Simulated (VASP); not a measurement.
Crystal: Ti.

```
Ti
1.0
     2.95000    0.00000    0.00000
    -1.47500    2.55477    0.00000
     0.00000    0.00000    4.68600
Ti
2
Cartesian
  0.0000 1.7032 1.1715
  1.4750 0.8516 3.5145
```

Base run:

| Item | Value |
| --- | --- |
| Program | VASP 6.6.1 |
| Functional | PBE |
| Potentials or basis | VASP PAW PBE potentials, release 64 (Ti_sv) |
| Cutoff | 520 eV |
| k mesh | 13 × 13 × 7 |
| Occupations | gaussian, width 0.2 eV |
| Spin | no spin polarisation |

Its results: band gap on the k mesh zero (bands 12 and 13 overlap by 1.09 eV); pressure -1.8 GPa.

Question: The run is repeated on the same cell with these changes: occupations from gaussian, width 0.2 eV to fermi-dirac, width 0.28 eV. What comes out?

Answer: Band gap on the k mesh zero (bands 12 and 13 overlap by 1.08 eV); pressure 0.1 GPa.

Caveats: so wide a smearing shifts energies and pressures (at least some runs).
